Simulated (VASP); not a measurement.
# Cu8Ag7F24 (a cell with a defect) in VASP: notebook

Cu8Ag7F24 (a cell with a defect) is run at these levels: LDA; tasks: single point.

Program: VASP 6.6.1. These are calculated values, not measurements. Logs are shortened: lines on timing, memory, paths and dates and some standing lists are left out, and cuts for length are marked.

## 1. The cell of the first run

The cell holds a defect, 39 atoms: a = 8.238 Å, b = 8.073 Å, c = 8.200 Å, α = 90.20°, β = 90.56°, γ = 89.83°.

## 2. Single point, LDA

INCAR reads:

```
SYSTEM = Cu8Ag7F24
PREC = Accurate
ENCUT = 520
EDIFF = 1E-6
ISMEAR = -1
SIGMA = 0.05
LREAL = Auto
LASPH = .True.
NELM = 100
ALGO = Normal
ISIF = 2
LWAVE = .False.
LCHARG = .False.
GGA = CA
NBANDS = 192
```

KPOINTS reads:

```
regular mesh
0
Gamma
  1 1 1
  0 0 0
```

POSCAR reads:

```
Cu8Ag7F24
1.0
   -5.8754680000     -5.7739940000      0.0000000000
    5.6415010000     -5.7739940000      0.0000000000
    0.0369590000      0.0764190000      8.1999400000
Cu Ag F
8 7 24
Direct
    0.2270482818      0.2219529559     -0.0414759132
    0.2438244106      0.7444182732     -0.0339270775
    0.2749772999      0.2165958700      0.5004061005
    0.2583362842      0.6837864540      0.4725400430
    0.7492035463      0.7773174548      0.0618053303
    0.7759639491      0.2721013439      0.0160001171
    0.7297201502      0.7298560208      0.5022841631
    0.7507260320      0.2384649428      0.4996499974
   -0.0400604386      0.5393296467      0.7927009222
    0.9772150681      0.6071391269      0.2846362290
    0.5305620660      0.4790112519      0.8213962541
    0.4839412156      0.5373052253      0.1697329493
    0.4874080120     -0.0194842597      0.2589531143
    0.0156039191      0.9185804841      0.7036880758
    1.0285784770      0.0789889729      0.2641726647
    0.7740811769      0.5474509329      1.0915933531
    0.2755599334      0.5254350424     -0.0649029139
    0.9970798143      0.7306979636     -0.0303782711
   -0.0038253439      0.2896266091      1.0091049447
    0.7844540207      0.4744062505      0.4835401235
    0.2612589735      0.4638764219      0.4832230480
   -0.0425034922      0.8087268815      0.4366617317
    1.0398852087      0.1520480190      0.5393332146
    0.2408157336      0.2113540645      0.7292126528
    0.6778144809      0.7716670704      0.2656116996
    0.2111955908      0.7245536815      0.6819074286
    0.7714318185      0.2419999462      0.2754410398
    0.2208420623     -0.0259082219      0.9689583095
    0.7588444071      0.9901871362      0.0195977044
    0.5364298166      0.2940439492      0.0386100386
    0.4623907032      0.7788753407      0.9560801664
    0.2705478434      0.9252595184      0.4394788255
    0.7379367884     -0.0044363935      0.5290160660
    0.4976849242      0.2160438228      0.4496984124
    0.5091679669      0.6372668776      0.5562479725
    0.7585743440      0.7415918088      0.7491640183
    0.2502134173      0.2031308577      0.1963794857
    0.7547998603      0.2831696512      0.7711397888
    0.2635572318      0.7028070884      0.2444652034
```

Potentials or basis: VASP PAW LDA potentials, release 64 (Cu, Ag, F).

Run with:

```console
cat potpaw_LDA.64/Cu/POTCAR potpaw_LDA.64/Ag/POTCAR potpaw_LDA.64/F/POTCAR > POTCAR
mpirun -np 1 vasp_gam > vasp.out
```

OUTCAR:

```text
SYSTEM = Cu8Ag7F24
   PREC = Accurate
   ENCUT = 520
   EDIFF = 1E-6
   ISMEAR = -1
   LREAL = Auto
   LASPH = .True.
   NELM = 100
   ISIF = 2
   GGA = CA

 ion  position               nearest neighbor table
   1  0.227  0.222  0.959-  24 1.89  37 1.96  28 2.00  19 2.02
   2  0.244  0.744  0.966-  17 1.80  31 1.83  28 1.86  18 2.04  39 2.31  26 2.35  12 3.07  14 3.17
                             9 3.19
   3  0.275  0.217  0.500-  34 1.89  24 1.90  21 2.00  23 2.04  15 3.00
   4  0.258  0.684  0.473-  21 1.78  26 1.79  39 1.88  32 1.97  35 2.20  10 2.84
   5  0.749  0.777  0.062-  29 1.76  25 1.78  16 1.88  18 2.21  10 2.95  12 3.06  13 3.16
   6  0.776  0.272  0.016-  19 1.82  30 1.99  38 2.02  27 2.14  29 2.28  16 2.31  11 3.06
   7  0.730  0.730  0.502-  25 2.01  35 2.02  36 2.04  22 2.06  20 2.11  33 2.16  10 2.89
   8  0.751  0.238  0.500-  27 1.85  20 1.93  33 1.98  34 2.13  38 2.25
   9  0.960  0.539  0.793-  18 2.14  36 2.35  38 2.68  19 2.70  26 2.72  14 3.19   2 3.19  11 3.58

  10  0.977  0.607  0.285-  22 2.05  16 2.34  39 2.51  20 2.53   4 2.84   7 2.89   5 2.95
  11  0.531  0.479  0.821-  30 2.33  17 2.34  38 2.46  35 2.53  31 2.72  12 2.92   6 3.06   9 3.58

  12  0.484  0.537  0.170-  30 2.28  39 2.34  16 2.48  17 2.57  25 2.59  31 2.63  11 2.92   5 3.06
                             2 3.07
  13  0.487  0.981  0.259-  25 2.30  32 2.38  34 2.46  37 2.70   5 3.16
  14  0.016  0.919  0.704-  26 2.25  23 2.33  22 2.40  36 2.59  18 2.67   2 3.17   9 3.19
  15  0.029  0.079  0.264-  37 2.16  23 2.33  27 2.49  22 2.67  19 2.71  32 2.74   3 3.00
  16  0.774  0.547  0.092-   5 1.88   6 2.31  10 2.34  12 2.48
  17  0.276  0.525  0.935-   2 1.80  11 2.34  12 2.57
  18  0.997  0.731  0.970-   2 2.04   9 2.14   5 2.21  14 2.67
  19  0.996  0.290  0.009-   6 1.82   1 2.02   9 2.70  15 2.71
  20  0.784  0.474  0.484-   8 1.93   7 2.11  10 2.53
  21  0.261  0.464  0.483-   4 1.78   3 2.00
  22  0.957  0.809  0.437-  10 2.05   7 2.06  14 2.40  15 2.67
  23  0.040  0.152  0.539-   3 2.04  14 2.33  15 2.33
  24  0.241  0.211  0.729-   1 1.89   3 1.90
  25  0.678  0.772  0.266-   5 1.78   7 2.01  13 2.30  12 2.59
  26  0.211  0.725  0.682-   4 1.79  14 2.25   2 2.35   9 2.72
  27  0.771  0.242  0.275-   8 1.85   6 2.14  15 2.49
  28  0.221  0.974  0.969-   2 1.86   1 2.00
  29  0.759  0.990  0.020-   5 1.76   6 2.28
  30  0.536  0.294  0.039-   6 1.99  12 2.28  11 2.33
  31  0.462  0.779  0.956-   2 1.83  12 2.63  11 2.72
  32  0.271  0.925  0.439-   4 1.97  13 2.38  15 2.74
  33  0.738  0.996  0.529-   8 1.98   7 2.16
  34  0.498  0.216  0.450-   3 1.89   8 2.13  13 2.46
  35  0.509  0.637  0.556-   7 2.02   4 2.20  11 2.53
  36  0.759  0.742  0.749-   7 2.04   9 2.35  14 2.59
  37  0.250  0.203  0.196-   1 1.96  15 2.16  13 2.70
  38  0.755  0.283  0.771-   6 2.02   8 2.25  11 2.46   9 2.68
  39  0.264  0.703  0.244-   4 1.88   2 2.31  12 2.34  10 2.51

  LATTYP: Found a triclinic cell.
 ALAT       =    11.5169690000
 B/A-ratio  =     0.7009237926
 C/A-ratio  =     1.0043218741
 COS(alpha) =     0.0004304307
 COS(beta)  =     0.5047668605
 COS(gamma) =     0.6988527355

  Lattice vectors:

 A1 = (  11.5169690000,   0.0000000000,   0.0000000000)
 A2 = (   5.6415010000,  -5.7739940000,   0.0000000000)
 A3 = (   5.8385090000,   5.6975750000,  -8.1999400000)

Analysis of symmetry for initial positions (statically):
=====================================================================
 Subroutine PRICEL returns:
 Original cell was already a primitive cell.

 Routine SETGRP: Setting up the symmetry group for a
 triclinic supercell.

 Subroutine GETGRP returns: Found  1 space group operations
 (whereof  1 operations were pure point group operations)
 out of a pool of  2 trial point group operations.

The static configuration has the point symmetry C_1 .

Analysis of symmetry for dynamics (positions and initial velocities):
=====================================================================
 Subroutine PRICEL returns:
 Original cell was already a primitive cell.

 Routine SETGRP: Setting up the symmetry group for a
 triclinic supercell.

 Subroutine GETGRP returns: Found  1 space group operations
 (whereof  1 operations were pure point group operations)
 out of a pool of  2 trial point group operations.

The dynamic configuration has the point symmetry C_1 .

 Subroutine INISYM returns: Found  1 space group operations
 (whereof  1 operations are pure point group operations),
 and found     1 'primitive' translations

----------------------------------------------------------------------------------------

                                     Primitive cell

  volume of cell :     545.2871

  direct lattice vectors                    reciprocal lattice vectors
    -5.875468000 -5.773994000  0.000000000    -0.086828401 -0.084835992  0.001181981
     5.641501000 -5.773994000  0.000000000     0.086828401 -0.088354351  0.000432059
     0.036959000  0.076419000  8.199940000     0.000000000  0.000000000  0.121952112

  length of vectors
     8.237726078  8.072517590  8.200379371     0.121398986  0.123878364  0.121952112

  position of ions in fractional coordinates (direct lattice)
     0.227048282  0.221952956  0.958524087
     0.243824411  0.744418273  0.966072922
     0.274977300  0.216595870  0.500406101
     0.258336284  0.683786454  0.472540043
     0.749203546  0.777317455  0.061805330
     0.775963949  0.272101344  0.016000117
[... 31 lines left out ...]
     0.754799860  0.283169651  0.771139789
     0.263557232  0.702807088  0.244465203

  ion indices of the primitive-cell ions
   primitive index   ion index
                 1           1
                 2           2
                 3           3
                 4           4
                 5           5
                 6           6
[... 31 lines left out ...]
                38          38
                39          39

----------------------------------------------------------------------------------------

 KPOINTS: regular mesh

Automatic generation of k-mesh.
 Grid dimensions read from file:
 generate k-points for:    1    1    1

 Generating k-lattice:

  Cartesian coordinates                     Fractional coordinates (reciprocal lattice)
    -0.086828401 -0.084835992  0.001181981     1.000000000 -0.000000000  0.000000000
     0.086828401 -0.088354351  0.000432059     0.000000000  1.000000000  0.000000000
     0.000000000  0.000000000  0.121952112     0.000000000  0.000000000  1.000000000

  Length of vectors
     0.121398986  0.123878364  0.121952112

  Shift w.r.t. Gamma in fractional coordinates (k-lattice)
     0.000000000  0.000000000  0.000000000

 Subroutine IBZKPT returns following result:
 ===========================================

 Found      1 irreducible k-points:

 Following reciprocal coordinates:
            Coordinates               Weight
  0.000000  0.000000  0.000000      1.000000
   k-points           NKPTS =      1   k-points in BZ     NKDIM =      1   number of bands    NBANDS=    192
   number of dos      NEDOS =    301   number of ions     NIONS =     39
   total plane-waves  NPLWV = 245760
   dimension x,y,z NGX =    64 NGY =   60 NGZ =   64
   dimension x,y,z NGXF=   128 NGYF=  120 NGZF=  128
   ions per type =               8   7  24
   NGX,Y,Z   is equivalent  to a cutoff of  12.92, 12.36, 12.97 a.u.
   NGXF,Y,Z  is equivalent  to a cutoff of  25.83, 24.71, 25.95 a.u.
 SYSTEM =  Cu8Ag7F24
   PREC   = accura    normal or accurate (medium, high low for compatibility)
   ISTART =      0    job   : 0-new  1-cont  2-samecut
   ICHARG =      2    charge: 1-file 2-atom 10-const
   ISPIN  =      1    spin polarized calculation?
   LNONCOLLINEAR =      F non collinear calculations
   LSORBIT =      F    spin-orbit coupling
   LASPH  =      T    aspherical Exc in radial PAW
   ENCUT  =  520.0 eV  38.22 Ry    6.18 a.u.  15.32 15.01 15.25*2*pi/ulx,y,z
   NELM   =    100;   NELMIN=  2; NELMDL= -5     # of ELM steps
   EDIFF  = 0.1E-05   stopping-criterion for ELM
   LREAL  =      T    real-space projection
   EDIFFG = 0.1E-04   stopping-criterion for IOM
   NSW    =      0    number of steps for IOM
   IBRION =     -1    ionic relax: 0-MD 1-quasi-New 2-CG
   NFREE  =      0    steps in history (QN), initial steepest desc. (CG)
   ISIF   =      2    stress and relaxation
   ISYM   =      2    0-nonsym 1-usesym 2-fastsym
   POTIM  = 0.5000    time-step for ionic-motion
   TEBEG  =    0.0;   TEEND  =   0.0 temperature during run
   PSTRESS=    0.0 pullay stress
   NELECT =     333.0000    total number of electrons
   NUPDOWN=      -1.0000    fix difference up-down
   EMIN   =  10.00;   EMAX   =-10.00  energy-range for DOS
   EFERMI =   0.00;   METHOD = LEGACY
   ISMEAR =    -1;   SIGMA  =   0.05  broadening in eV -4-tet -1-fermi 0-gaus
   EFERMI_NEDOS =   21; number of points for ismear=-14 and -15
   IALGO  =     38    algorithm
   IMIX   =      4    mixing-type and parameters
     AMIX     =   0.40;   BMIX     =  1.00
     AMIX_MAG =   1.60;   BMIX_MAG =  1.00
  volume/ion in A,a.u.               =      13.98        94.35
  Fermi-wavevector in a.u.,A,eV,Ry     =   1.388933  2.624702 26.247459  1.929134
  Thomas-Fermi vector in A             =   2.513012
   LORBIT       =      0    0 simple, 1 ext, 2 COOP (PROOUT), +10 PAW based schemes
   GGA     = CA    functional components
   LHFCALC =     F    Hartree Fock is set to
   AEXX    =    0.0000 exact exchange contribution
   IVDW    =     0    specifies the selected vdW correction
   LEPSILON=     F    determine dielectric tensor
   LRPA    =     F    only Hartree local field effects (RPA)
 non-spin polarized calculation
  energy-cutoff  :      520.00
  volume of cell :      545.29
 maximum number of plane-waves:      7350
 NGX is ok and might be reduce to    64
   NGX = 31   NGY = 31   NGZ = 31

 number of electron     332.9999989 magnetization

 Free energy of the ion-electron system (eV)
  ---------------------------------------------------
  ext. energy  EPLUGINS =         0.00000000
  ---------------------------------------------------
  free energy    TOTEN  =      -163.10215645 eV

  energy without entropy =     -162.98988868  energy(sigma->0) =     -163.04602256

 E-fermi :   0.8610     XC(G=0): -10.4441

 val. band max:        0.8534010528   @ k =   0.0000   0.0000   0.0000
 cond. band min:       1.0655930418   @ k =   0.0000   0.0000   0.0000
 fundamental gap:      0.2121919890
 Fermi energy:         0.8610086697

 k-point     1 :       0.0000    0.0000    0.0000
  band No.  band energies     occupation
      1     -22.4323      2.00000
      2     -21.6766      2.00000
      3     -21.5830      2.00000
      4     -21.4764      2.00000
      5     -21.4424      2.00000
      6     -21.3099      2.00000
[... 170 lines left out ...]
    177       5.7279      0.00000
    178       5.8209      0.00000
 [bands above 178 left out]

------------------------ aborting loop because EDIFF is reached ----------------------------------------

  FORCE on cell =-STRESS in cart. coord.  units (eV):
  Direction    XX          YY          ZZ          XY          YZ          ZX
  --------------------------------------------------------------------------------------
  -------------------------------------------------------------------------------------
  Total      -19.4290598    -26.5775615    -22.8004143      1.9305079     -4.7598786      4.7491320
  in kB      -57.0869929    -78.0909153    -66.9927987      5.6722708    -13.9856049     13.9540290
  external PRESSURE =     -67.3902356 kB  Pullay stress =       0.0000000 kB

 VOLUME and BASIS-vectors are now :
 -----------------------------------------------------------------------------
  energy-cutoff  :      520.00
  volume of cell :      545.29
      direct lattice vectors                 reciprocal lattice vectors
    -5.875468000 -5.773994000  0.000000000    -0.086828401 -0.084835992  0.001181981
     5.641501000 -5.773994000  0.000000000     0.086828401 -0.088354351  0.000432059
     0.036959000  0.076419000  8.199940000     0.000000000  0.000000000  0.121952112

 POSITION                                       TOTAL-FORCE (eV/Angst)
 -----------------------------------------------------------------------------------
     -0.04644     -2.51928      7.85984        -0.490548     -0.169176      0.318843
      2.80276     -5.63228      7.92174         1.430713     -0.349641     -0.374272
     -0.37520     -2.80010      4.10330        -0.129530      0.859575     -0.777067
      2.35720     -5.40370      3.87480         1.124261     -2.047452     -0.861817
     -0.01440     -8.80940      0.50680        -1.389915      0.114929     -2.817570
     -3.02350     -6.05030      0.13120         0.904327      1.248820      0.702429
[... 31 lines left out ...]
     -2.80880     -5.93430      6.32330         0.084395     -0.199750     -0.386702
      2.42540     -5.56110      2.00460        -0.660396      0.387788     -0.370760
 -----------------------------------------------------------------------------------
    total drift:                               -0.006687     -0.000936     -0.007095

  FREE ENERGIE OF THE ION-ELECTRON SYSTEM (eV)
  ---------------------------------------------------
  free  energy   TOTEN  =      -163.1021564485 eV

  energy  without entropy=     -162.9898886771  energy(sigma->0) =     -163.04602256
```

Run time: 3.9 min. Hardware: 1 thread of AMD EPYC 7R13 (Zen 3), shared host; peak memory 0.37 GiB.

Results:

* Free energy: -163.1022 eV
* Pressure: -6.7 GPa
* Largest force: 3.144 eV/Å
* Band gap on the k mesh: zero (an odd number of electrons rules out a gap without spin polarisation)

Forces in eV/Å, atoms in the order of the input:
```
Cu  -0.491 -0.169  0.319
Cu   1.431 -0.350 -0.374
Cu  -0.130  0.860 -0.777
Cu   1.124 -2.047 -0.862
Cu  -1.390  0.115 -2.818
Cu   0.904  1.249  0.702
Cu   0.785  0.028  1.223
Cu  -0.331  0.328  1.306
Ag  -0.395  0.920 -0.653
Ag  -0.908  0.655 -0.893
Ag   0.236 -0.530 -0.751
Ag  -0.100  0.141  0.192
Ag   0.555 -0.139  0.087
Ag   0.542  0.020 -0.092
Ag   0.058  0.687  0.229
F   -0.143  0.422 -0.502
F   -0.646  1.341  0.224
F   -0.341 -1.340  0.856
F   -0.449 -0.139 -0.319
F    0.051  0.000  0.278
F   -0.589  1.276  0.044
F    0.514  0.003  0.699
F    0.417 -0.440 -0.725
F   -0.126 -0.674  1.513
F    0.465  0.387  2.170
F   -0.030  0.352  0.929
F   -0.559 -0.066 -1.185
F    0.404  0.055  0.048
F    0.876 -0.942  0.261
F   -0.787 -0.317 -0.293
F   -0.613 -0.126  0.551
F   -0.053 -0.137  0.559
F    0.621 -0.251 -0.377
F    0.399  0.128  0.348
F   -0.228 -0.950 -0.311
F   -0.460  0.046 -0.443
F   -0.041 -0.581 -0.404
F    0.084 -0.200 -0.387
F   -0.660  0.388 -0.371
```

Caveat: the k points lie up to 0.78 Å⁻¹ apart, too coarse for converged energies and pressures of a metal; an odd number of electrons without spin polarisation forces a metal; a magnetic or distorted state may lie lower. With open d or f shells a metallic result of LDA can be an artefact of self-interaction; +U or a hybrid may open a gap.

(Part 1 of 2 ends here.)

The gap in the log of VASP goes by the Fermi energy; the results here count the filled bands.